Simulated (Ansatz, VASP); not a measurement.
Two plane-wave programs on BP

INCAR

```
SYSTEM = BP
PREC = Accurate
ENCUT = 520
EDIFF = 1E-6
ISMEAR = 0
SIGMA = 0.05
LREAL = .False.
LASPH = .True.
NELM = 100
ALGO = Normal
ISIF = 2
LWAVE = .False.
LCHARG = .False.
GGA = PS
NBANDS = 11
```

KPOINTS

```
Automatic mesh
0
Gamma
  8 8 8
  0 0 0
```

The input POSCAR:

```
BP
1.0
    0.0000000000      2.2751190761      2.2751190761
    2.2751190761      0.0000000000      2.2751190761
    2.2751190761      2.2751190761      0.0000000000
B P
1 1
Direct
    0.0000000000      0.0000000000      0.0000000000
    0.7500000000      0.7500000000      0.7500000000
```

Input for Ansatz:

```yaml
crystal:
  lattice:
    - [0.0, 2.2751190761, 2.2751190761]
    - [2.2751190761, 0.0, 2.2751190761]
    - [2.2751190761, 2.2751190761, 0.0]
  atoms:
    - { symbol: B, position: [0.0, 0.0, 0.0] }
    - { symbol: P, position: [0.75, 0.75, 0.75] }
basis:
  ecutwfc: 420
  ecutrho_ratio: 4
kpoints:
  mp_grid: { grid: [8, 8, 8] }
hamiltonian:
  xc: pbesol
scf:
  occupations: { method: gaussian, width: 0.05 }
output:
  forces: true
  stress: true
  eigenvalues: true
```

Alike in both runs: task single point; functional PBEsol; k mesh 8 × 8 × 8; occupations gaussian, width 0.05 eV; no spin polarisation.

|  | VASP | Ansatz |
| --- | --- | --- |
| version | VASP 6.6.1 | Ansatz 0.2.0 |
| potentials or method | VASP PAW PBE potentials, release 64 (B, P), cutoff 520 eV | scalar-relativistic, plane waves, PAW |
| valence electrons in the cell | 8 | 8 |

|  | VASP | Ansatz | Ansatz less VASP |
| --- | --- | --- | --- |
| gap on the k mesh at the Fermi level (eV) | 1.17 | 1.18 | +0.004 |
| least direct gap on the mesh (eV) | 3.34 | 3.35 | +0.005 |
| pressure (GPa) | -3.1 | -3.2 | -0.10 |

VASP's potentials were made for PBE, not for PBEsol. With one functional, cell and mesh, what is left measures potentials, basis and numerics.
